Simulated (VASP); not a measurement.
# SiC (Cmc2_1) in VASP: a series of runs

SiC is run at these levels: r2SCAN; tasks: single point.

All numbers are computed with VASP 6.6.1; they aren't measurements. Logs are shortened: lines on timing, memory, paths and dates and some standing lists are left out, and cuts for length are marked.

## (1) The cell of the first run

The structure is orthorhombic, space group Cmc2_1 (No. 36). Conventional cell: a = 3.076 Å, b = 5.328 Å, c = 5.048 Å, α = 90.00°, β = 90.00°, γ = 90.00°. Within 2.5 Å of Si (site symmetry m) lie 4 C at 1.86 to 1.95 Å. C (site symmetry m) has 4 Si at 1.86 to 1.95 Å within 2.5 Å.

## (2) Single point, r2SCAN (mode 4 (274.0 1/cm) frozen in, largest displacement -0.075 Å)

Contents of POSCAR:

```
SiC
1.0
    3.0759982064      0.0000000000      0.0000000000
   -1.5379991032      2.6638925888      0.0000000000
    0.0000000000      0.0000000000      5.0480000000
Si C
2 2
Direct
    0.3192561892      0.6385123783      0.0000000000
    0.6807438108      0.3614876217      0.5000000000
    0.3459992479      0.6919984959      0.3850000000
    0.6540007521      0.3080015041      0.8850000000
```

Contents of INCAR.step1:

```
SYSTEM = SiC
PREC = Accurate ; ENCUT = 520
ISMEAR = 0 ; SIGMA = 0.05
LREAL = .False. ; LASPH = .True.
NELM = 80 ; NBANDS = 16
GGA = PE ; ALGO = Normal
EDIFF = 1E-4 ; LWAVE = .True.
LCHARG = .False.
```

Contents of INCAR.step2:

```
SYSTEM = SiC
PREC = Accurate ; ENCUT = 520
EDIFF = 1E-7 ; ISMEAR = 0
SIGMA = 0.05 ; LREAL = .False.
LASPH = .True. ; NELM = 80
ALGO = Normal ; ISIF = 2
LWAVE = .False. ; LCHARG = .True.
METAGGA = R2SCAN ; LMIXTAU = .True.
LELF = .True. ; LVHAR = .True.
NBANDS = 16 ; ISTART = 1
```

Contents of KPOINTS:

```
Automatic mesh
0
Gamma
  12 12 6
  0 0 0
```

Potentials or basis: VASP PAW PBE potentials, release 64 (Si, C).

On the command line:

```
cat potpaw_PBE.64/Si/POTCAR potpaw_PBE.64/C/POTCAR > POTCAR
cp INCAR.step1 INCAR
mpirun -np 1 vasp_std > vasp.out
cp INCAR.step2 INCAR
mpirun -np 1 vasp_std > vasp.out
```

OUTCAR:

```text
SYSTEM = SiC
   PREC = Accurate
   ENCUT = 520
   EDIFF = 1E-7
   ISMEAR = 0
   LREAL = .False.
   LASPH = .True.
   NELM = 80
   ISIF = 2
   METAGGA = R2SCAN
   ISTART = 1

 ion  position               nearest neighbor table
   1  0.319  0.639  0.000-   4 1.86   4 1.86   4 1.88   3 1.95   2 3.05   2 3.05   2 3.05   2 3.05

   2  0.681  0.361  0.500-   3 1.86   3 1.86   3 1.88   4 1.95   1 3.05   1 3.05   1 3.05   1 3.05

   3  0.346  0.692  0.385-   2 1.86   2 1.86   2 1.88   1 1.95
   4  0.654  0.308  0.885-   1 1.86   1 1.86   1 1.88   2 1.95

  LATTYP: Found a hexagonal cell.
 ALAT       =     3.0759982064
 C/A-ratio  =     1.6410932846

  Lattice vectors:

 A1 = (   3.0759982064,   0.0000000000,   0.0000000000)
 A2 = (  -1.5379991032,   2.6638925888,   0.0000000000)
 A3 = (   0.0000000000,   0.0000000000,   5.0480000000)

Analysis of symmetry for initial positions (statically):
=====================================================================
 Subroutine PRICEL returns:
 Original cell was already a primitive cell.

 Routine SETGRP: Setting up the symmetry group for a
 hexagonal supercell.

 Subroutine GETGRP returns: Found  4 space group operations
 (whereof  2 operations were pure point group operations)
 out of a pool of 24 trial point group operations.

The static configuration has the point symmetry C_1h.
 The point group associated with its full space group is C_2v.

Analysis of symmetry for dynamics (positions and initial velocities):
=====================================================================
 Subroutine PRICEL returns:
 Original cell was already a primitive cell.

 Routine SETGRP: Setting up the symmetry group for a
 hexagonal supercell.

 Subroutine GETGRP returns: Found  4 space group operations
 (whereof  2 operations were pure point group operations)
 out of a pool of 24 trial point group operations.

The dynamic configuration has the point symmetry C_1h.
 The point group associated with its full space group is C_2v.

 Subroutine INISYM returns: Found  4 space group operations
 (whereof  2 operations are pure point group operations),
 and found     1 'primitive' translations

----------------------------------------------------------------------------------------

                                     Primitive cell

  volume of cell :      41.3640

  direct lattice vectors                    reciprocal lattice vectors
     3.075998206  0.000000000  0.000000000     0.325097719  0.187695255  0.000000000
[... 92 lines left out ...]
   EDIFFG = 0.1E-05   stopping-criterion for IOM
   NSW    =      0    number of steps for IOM
   IBRION =     -1    ionic relax: 0-MD 1-quasi-New 2-CG
   NFREE  =      0    steps in history (QN), initial steepest desc. (CG)
   ISIF   =      2    stress and relaxation
   ISYM   =      2    0-nonsym 1-usesym 2-fastsym
   POTIM  = 0.5000    time-step for ionic-motion
   TEBEG  =    0.0;   TEEND  =   0.0 temperature during run
   PSTRESS=    0.0 pullay stress
   NELECT =      16.0000    total number of electrons
   NUPDOWN=      -1.0000    fix difference up-down
   EMIN   =  10.00;   EMAX   =-10.00  energy-range for DOS
   EFERMI =   0.00;   METHOD = LEGACY
   ISMEAR =     0;   SIGMA  =   0.05  broadening in eV -4-tet -1-fermi 0-gaus
   EFERMI_NEDOS =   21; number of points for ismear=-14 and -15
   IALGO  =     38    algorithm
   IMIX   =      4    mixing-type and parameters
     AMIX     =   0.40;   BMIX     =  1.00
     AMIX_MAG =   1.60;   BMIX_MAG =  1.00
  volume/ion in A,a.u.               =      10.34        69.78
  Fermi-wavevector in a.u.,A,eV,Ry     =   1.192818  2.254099 19.358564  1.422814
  Thomas-Fermi vector in A             =   2.328847
   LORBIT       =      0    0 simple, 1 ext, 2 COOP (PROOUT), +10 PAW based schemes
   METAGGA = R2SCAN    functional components
   LHFCALC =     F    Hartree Fock is set to
   AEXX    =    0.0000 exact exchange contribution
   IVDW    =     0    specifies the selected vdW correction
   LEPSILON=     F    determine dielectric tensor
   LRPA    =     F    only Hartree local field effects (RPA)
 non-spin polarized calculation
 Gauss-broadening in eV      SIGMA  =   0.05
  energy-cutoff  :      520.00
  volume of cell :       41.36
 maximum number of plane-waves:      1132
   NGX = 11   NGY = 11   NGZ = 19

 number of electron      16.0000000 magnetization

 Free energy of the ion-electron system (eV)
  ---------------------------------------------------
  ext. energy  EPLUGINS =         0.00000000
  ---------------------------------------------------
  free energy    TOTEN  =       -38.54282310 eV

  energy without entropy =      -38.54282310  energy(sigma->0) =      -38.54282310

 E-fermi :   8.5964     XC(G=0): -11.9294

 val. band max:        8.3415355131   @ k =   0.0000   0.0000   0.0000
 cond. band min:      10.9716240952   @ k =   0.3333   0.3333   0.0000
 fundamental gap:      2.6300885821
 Fermi energy:         8.5963839201

 k-point     1 :       0.0000    0.0000    0.0000
  band No.  band energies     occupation
      1      -8.2134      2.00000
      2      -4.6491      2.00000
      3      -0.6782      2.00000
      4       6.6696      2.00000
      5       6.6751      2.00000
      6       7.8560      2.00000
[... 433 lines left out ...]
      3       0.2647      2.00000
      4       1.9380      2.00000
      5       2.7161      2.00000
      6       4.4175      2.00000
[... 8 lines left out ...]
     15      19.6871      0.00000
     16      20.7195      0.00000

 [... further k-points ...]

------------------------ aborting loop because EDIFF is reached ----------------------------------------

  FORCE on cell =-STRESS in cart. coord.  units (eV):
  Direction    XX          YY          ZZ          XY          YZ          ZX
  --------------------------------------------------------------------------------------
  -------------------------------------------------------------------------------------
  Total        0.2381814      0.3667064     -0.6887408      0.0000000      0.0000000      0.0000000
  in kB        9.2256358     14.2038796    -26.6774474      0.0000000      0.0000000      0.0000000
  external PRESSURE =      -1.0826440 kB  Pullay stress =       0.0000000 kB

 VOLUME and BASIS-vectors are now :
 -----------------------------------------------------------------------------
  energy-cutoff  :      520.00
  volume of cell :       41.36
      direct lattice vectors                 reciprocal lattice vectors
     3.075998206  0.000000000  0.000000000     0.325097719  0.187695255  0.000000000
    -1.537999103  2.663892589  0.000000000     0.000000000  0.375390511  0.000000000
     0.000000000  0.000000000  5.048000000     0.000000000  0.000000000  0.198098257

 POSITION                                       TOTAL-FORCE (eV/Angst)
 -----------------------------------------------------------------------------------
      0.00000      1.70093      0.00000         0.000000      0.560727      0.777337
      1.53800      0.96296      2.52400         0.000000     -0.560727      0.777337
     -0.00000      1.84341      1.94348         0.000000     -0.231864     -0.777337
      1.53800      0.82048      4.46748         0.000000      0.231864     -0.777337
 -----------------------------------------------------------------------------------
    total drift:                               -0.000000     -0.000000      0.000189

  FREE ENERGIE OF THE ION-ELECTRON SYSTEM (eV)
  ---------------------------------------------------
  free  energy   TOTEN  =       -38.5428230975 eV

  energy  without entropy=      -38.5428230975  energy(sigma->0) =      -38.54282310
```

Wall time 2.9 min (1 thread of Intel Xeon 6975P-C (Granite Rapids), shared host); peak memory 0.23 GiB.

Results:

```yaml
Free_energy: -38.5428 eV
Pressure: -0.1 GPa
Largest_force: 0.958 eV/Å
Band_gap_on_the_k_mesh: 2.63 eV, indirect (least direct gap 4.54 eV)
```

Forces in eV/Å, atoms in the order of the input:
```
Si   0.000  0.561  0.777
Si   0.000 -0.561  0.777
C    0.000 -0.232 -0.777
C    0.000  0.232 -0.777
```

Levels at points of the mesh, in eV from the valence-band top:
| k point | band 5 | band 6 | band 7 | band 8 | band 9 | band 10 | band 11 | band 12 |
| --- | --- | --- | --- | --- | --- | --- | --- | --- |
| (0.00, 0.00, 0.00) | -1.67 | -0.49 | -0.21 | 0.00 | 5.16 | 6.48 | 6.75 | 7.27 |
| (0.50, 0.00, 0.00) | -5.67 | -3.72 | -3.28 | -1.62 | 3.08 | 4.38 | 7.13 | 7.63 |
| (0.00, 0.50, 0.00) | -5.59 | -3.78 | -3.48 | -1.65 | 2.89 | 4.97 | 7.43 | 7.66 |
| (0.00, 0.00, 0.50) | -1.11 | -1.11 | -1.00 | -1.00 | 6.25 | 6.25 | 7.60 | 7.60 |
| (0.50, 0.00, 0.50) | -2.90 | -2.90 | -2.44 | -2.44 | 3.53 | 3.53 | 5.50 | 5.50 |
| (0.00, 0.50, 0.50) | -2.89 | -2.89 | -2.39 | -2.39 | 3.53 | 3.53 | 5.38 | 5.38 |

Caveat: the cell differs from its parent crystal (mode 4 (274.0 1/cm) frozen in, largest displacement -0.075 Å); the PAW data sets were made with another functional, which shifts forces and pressure a little. A k mesh can miss the band edges.

## (3) Single point, r2SCAN (mode 4 (274.0 1/cm) frozen in, largest displacement +0.263 Å)

Contents of POSCAR:

```
SiC
1.0
    3.0759982064      0.0000000000      0.0000000000
   -1.5379991032      2.6638925888      0.0000000000
    0.0000000000      0.0000000000      5.0480000000
Si C
2 2
Direct
    0.3826033379      0.7652066758      0.0000000000
    0.6173966621      0.2347933242      0.5000000000
    0.2890026322      0.5780052644      0.3850000000
    0.7109973678      0.4219947356      0.8850000000
```

Contents of INCAR.step1:

```
SYSTEM = SiC
ALGO = Normal
EDIFF = 1E-4
ENCUT = 520
GGA = PE
ISMEAR = 0
LASPH = .True.
LCHARG = .False.
LREAL = .False.
LWAVE = .True.
NBANDS = 16
NELM = 100
PREC = Accurate
SIGMA = 0.05
```

Contents of INCAR.step2:

```
SYSTEM = SiC
ALGO = Normal
EDIFF = 1E-6
ENCUT = 520
ISIF = 2
ISMEAR = 0
ISTART = 1
LASPH = .True.
LCHARG = .False.
LMIXTAU = .True.
LREAL = .False.
LWAVE = .False.
METAGGA = R2SCAN
NBANDS = 16
NELM = 100
PREC = Accurate
SIGMA = 0.05
```

Contents of KPOINTS:

```
k-points
0
Gamma
  12 12 6
  0 0 0
```

Potentials or basis: VASP PAW PBE potentials, release 64 (Si, C).

On the command line:

```
cat potpaw_PBE.64/Si/POTCAR potpaw_PBE.64/C/POTCAR > POTCAR
cp INCAR.step1 INCAR
mpirun -np 1 vasp_std > vasp.out
cp INCAR.step2 INCAR
mpirun -np 1 vasp_std > vasp.out
```

OUTCAR:

```text
SYSTEM = SiC
   EDIFF = 1E-6
   ENCUT = 520
   ISIF = 2
   ISMEAR = 0
   ISTART = 1
   LASPH = .True.
   LREAL = .False.
   METAGGA = R2SCAN
   NELM = 100
   PREC = Accurate

 ion  position               nearest neighbor table
   1  0.383  0.765  0.000-   4 1.84   4 1.88   4 1.88   3 2.01   2 2.82   2 2.82
   2  0.617  0.235  0.500-   3 1.84   3 1.88   3 1.88   4 2.01   1 2.82   1 2.82
   3  0.289  0.578  0.385-   2 1.84   2 1.88   2 1.88   1 2.01
   4  0.711  0.422  0.885-   1 1.84   1 1.88   1 1.88   2 2.01

  LATTYP: Found a hexagonal cell.
 ALAT       =     3.0759982064
 C/A-ratio  =     1.6410932846

  Lattice vectors:

 A1 = (   3.0759982064,   0.0000000000,   0.0000000000)
 A2 = (  -1.5379991032,   2.6638925888,   0.0000000000)
 A3 = (   0.0000000000,   0.0000000000,   5.0480000000)

Analysis of symmetry for initial positions (statically):
=====================================================================
 Subroutine PRICEL returns:
 Original cell was already a primitive cell.

 Routine SETGRP: Setting up the symmetry group for a
 hexagonal supercell.
[... 174 lines left out ...]

 val. band max:        8.6997042429   @ k =   0.0000   0.0000   0.0000
 cond. band min:      10.4937947495   @ k =   0.3333   0.3333   0.0000
 fundamental gap:      1.7940905067
 Fermi energy:         8.9334943463

 k-point     1 :       0.0000    0.0000    0.0000
  band No.  band energies     occupation
      1      -8.1913      2.00000
      2      -4.6468      2.00000
      3      -0.5616      2.00000
      4       6.7698      2.00000
      5       6.8223      2.00000
      6       7.2902      2.00000
[... 433 lines left out ...]
      3       0.6082      2.00000
      4       2.0393      2.00000
      5       2.8526      2.00000
      6       4.3101      2.00000
[... 8 lines left out ...]
     15      19.7615      0.00000
     16      21.1888      0.00000

 [... further k-points ...]

------------------------ aborting loop because EDIFF is reached ----------------------------------------

  FORCE on cell =-STRESS in cart. coord.  units (eV):
  Direction    XX          YY          ZZ          XY          YZ          ZX
  --------------------------------------------------------------------------------------
  -------------------------------------------------------------------------------------
  Total        1.2466057     -1.9177715      0.0513845      0.0000000      0.0000000      0.0000000
  in kB       48.2855935    -74.2822961      1.9903081      0.0000000      0.0000000      0.0000000
  external PRESSURE =      -8.0021315 kB  Pullay stress =       0.0000000 kB

 VOLUME and BASIS-vectors are now :
 -----------------------------------------------------------------------------
  energy-cutoff  :      520.00
  volume of cell :       41.36
      direct lattice vectors                 reciprocal lattice vectors
     3.075998206  0.000000000  0.000000000     0.325097719  0.187695255  0.000000000
    -1.537999103  2.663892589  0.000000000     0.000000000  0.375390511  0.000000000
     0.000000000  0.000000000  5.048000000     0.000000000  0.000000000  0.198098257

 POSITION                                       TOTAL-FORCE (eV/Angst)
 -----------------------------------------------------------------------------------
      0.00000      2.03843      0.00000         0.000000     -2.089979      0.744682
      1.53800      0.62546      2.52400        -0.000000      2.089979      0.744682
      0.00000      1.53974      1.94348         0.000000      0.743953     -0.744682
      1.53800      1.12415      4.46748         0.000000     -0.743953     -0.744682
 -----------------------------------------------------------------------------------
    total drift:                               -0.000000     -0.000000     -0.000052

  FREE ENERGIE OF THE ION-ELECTRON SYSTEM (eV)
  ---------------------------------------------------
  free  energy   TOTEN  =       -37.8647967010 eV

  energy  without entropy=      -37.8647967010  energy(sigma->0) =      -37.86479670
```

Wall time 2.4 min (1 thread of Intel Xeon 6975P-C (Granite Rapids), shared host); peak memory 0.22 GiB.

What came out:

| Property | Result |
| --- | --- |
| Free energy | -37.8648 eV |
| Pressure | -0.8 GPa |
| Largest force | 2.219 eV/Å |
| Band gap on the k mesh | 1.79 eV, indirect (least direct gap 3.97 eV) |

Forces in eV/Å, atoms in the order of the input:
```
Si   0.000 -2.090  0.745
Si   0.000  2.090  0.745
C    0.000  0.744 -0.745
C    0.000 -0.744 -0.745
```

Levels at points of the mesh, in eV from the valence-band top:
```
           k point  band 6  band 7  band 8  band 9  band 10  band 11
(0.00, 0.00, 0.00)   -1.41   -0.23    0.00    4.86     5.38     5.74
(0.50, 0.00, 0.00)   -3.91   -3.66   -2.41    2.95     4.57     6.37
(0.00, 0.50, 0.00)   -4.00   -3.12   -1.82    2.60     2.93     6.49
(0.00, 0.00, 0.50)   -1.56   -1.18   -1.18    5.64     5.64     6.98
(0.50, 0.00, 0.50)   -3.49   -2.18   -2.18    2.73     2.73     5.02
(0.00, 0.50, 0.50)   -3.09   -2.78   -2.78    2.91     2.91     5.21
```

Caveat: the cell differs from its parent crystal (mode 4 (274.0 1/cm) frozen in, largest displacement +0.263 Å); the PAW data sets were made with another functional, which shifts forces and pressure a little.
